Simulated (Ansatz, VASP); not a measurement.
# KCl in VASP and in Ansatz

Contents of INCAR:

```
ALGO = Normal
EDIFF = 1E-7
ENCUT = 520
GGA = PE
ISIF = 2
ISMEAR = 0
LASPH = True
LCHARG = False
LREAL = False
LWAVE = False
NBANDS = 15
NELM = 80
PREC = Accurate
SIGMA = 0.05
```

File KPOINTS:

```
k-points
0
Gamma
  6 6 6
```

POSCAR

```
KCl
1.0
    3.8967839400      0.0000000000      0.0000000000
    0.0000000000      3.8967839400      0.0000000000
    0.0000000000      0.0000000000      3.7816080600
K Cl
1 1
Direct
    0.0000000000      0.0000000000      0.0000000000
    0.5000000000      0.5000000000      0.5000000000
```

Input for Ansatz:

```yaml
crystal:
  lattice:
    - [3.89678394, 0.0, 0.0]
    - [0.0, 3.89678394, 0.0]
    - [0.0, 0.0, 3.78160806]
  atoms:
    - { symbol: K, position: [0.0, 0.0, 0.0] }
    - { symbol: Cl, position: [0.5, 0.5, 0.5] }
basis:
  ecutwfc: 420
kpoints:
  mp_grid: { grid: [6, 6, 6] }
hamiltonian:
  xc: pbe
scf:
  occupations: { method: gaussian, width: 0.05 }
output:
  forces: true
  stress: true
  eigenvalues: true
```

Change from the starting cell: strain +0.015 along x and y, -0.015 along z, atoms carried along.

Alike in both runs: task single point; functional PBE; k mesh 6 × 6 × 6; occupations gaussian, width 0.05 eV; no spin polarisation.

|  | VASP | Ansatz |
| --- | --- | --- |
| version | VASP 6.6.1 | Ansatz 0.2.0 |
| potentials or method | VASP PAW PBE potentials, release 64 (K_sv, Cl), cutoff 520 eV | scalar-relativistic, plane waves, PAW |
| valence electrons in the cell | 16 | 16 |

|  | VASP | Ansatz | Ansatz less VASP |
| --- | --- | --- | --- |
| gap on the k mesh at the Fermi level (eV) | 4.64 | 4.64 | +0.001 |
| least direct gap on the mesh (eV) | 4.82 | 4.82 | 0.000 |
| pressure (GPa) | -0.3 | -0.3 | 0.00 |
| traceless stress, the component that is largest in VASP (GPa) | 0.85 | 0.85 | 0.000 |

With one functional, cell and mesh, what is left measures potentials, basis and numerics.
